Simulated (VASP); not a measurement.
A run of VASP 6.6.1 is set up as follows.

Contents of POSCAR:

```
SiC
1.0
    3.0888879782      0.0000000000      0.0000000000
   -1.5444439891      2.6750554585      0.0000000000
    0.0000000000      0.0000000000      5.0703204144
Si C
2 2
Direct
    0.3333333333      0.6666666667      0.4995917744
    0.6666666667      0.3333333333      0.9995917744
    0.3333333333      0.6666666667      0.8754082256
    0.6666666667      0.3333333333      0.3754082256
```

Contents of INCAR.step1:

```
PREC = Accurate
ENCUT = 520
ISMEAR = 0
SIGMA = 0.01
LREAL = False
LASPH = True
NELM = 100
NBANDS = 16
GGA = PE
ALGO = Normal
EDIFF = 1E-4
LWAVE = True
LCHARG = False
```

The input INCAR.step2:

```
PREC = Accurate
ENCUT = 520
EDIFF = 1E-6
ISMEAR = 0
SIGMA = 0.01
LREAL = False
LASPH = True
NELM = 100
ALGO = Normal
ISIF = 2
LWAVE = False
LCHARG = False
METAGGA = R2SCAN
LMIXTAU = True
NBANDS = 16
ISTART = 1
```

The input KPOINTS:

```
regular mesh
0
Gamma
  12 12 6
```

Potentials or basis: VASP PAW PBE potentials, release 64 (Si, C).

The run is started by

```console
$ cat potpaw_PBE.64/Si/POTCAR potpaw_PBE.64/C/POTCAR > POTCAR
$ cp INCAR.step1 INCAR
$ mpirun -np 1 vasp_std > vasp.out
$ cp INCAR.step2 INCAR
$ mpirun -np 1 vasp_std > vasp.out
```

Q: Estimate the pressure.

A: -3.1 GPa.

Q: Estimate the band gap on the k mesh.

A: 2.68 eV, indirect (least direct gap 4.45 eV).

Stress tensor (GPa, compression positive):
```
-3.13  0.00  0.00
 0.00 -3.13  0.00
 0.00  0.00 -3.02
```

Caveat: the cell differs from its parent crystal (strain +0.4%); the PAW data sets were made with another functional, which shifts forces and pressure a little. A k mesh can miss the band edges.
